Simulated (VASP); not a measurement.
Here is a VASP 6.6.1 calculation.

The input INCAR:

```
SYSTEM = Re
  ALGO = Normal
  EDIFF = 1E-6
  ENCUT = 520
  GGA = PS
  ISIF = 2
  ISMEAR = -1
  LASPH = .True.
  LCHARG = .False.
  LREAL = .False.
  LWAVE = .False.
  NBANDS = 14
  NELM = 100
  PREC = Accurate
  SIGMA = 0.1
```

KPOINTS

```
k-points
0
Gamma
  11 11 11
  0 0 0
```

File POSCAR:

```
Re
1.0
    0.0000000000      2.9052207351      2.9052207351
    2.9052207351      0.0000000000      2.9052207351
    2.9052207351      2.9052207351      0.0000000000
Re
2
Direct
    0.1250000000      0.1250000000      0.1250000000
    0.8750000000      0.8750000000      0.8750000000
```

Potentials or basis: VASP PAW PBE potentials, release 64 (Re).

Command:

```sh
$ cat potpaw_PBE.64/Re/POTCAR > POTCAR
$ mpirun -np 1 vasp_std > vasp.out
```

Task: What does it give for the band gap on the k mesh?

Result: Zero (bands 7 and 8 overlap by 1.03 eV).

Task: Estimate the pressure.

Result: -18.3 GPa.

Caveat: the cell stands under tension; the PAW data sets were made with another functional, which shifts forces and pressure a little; spin-orbit coupling is left out, which moves the levels of the heavy elements.
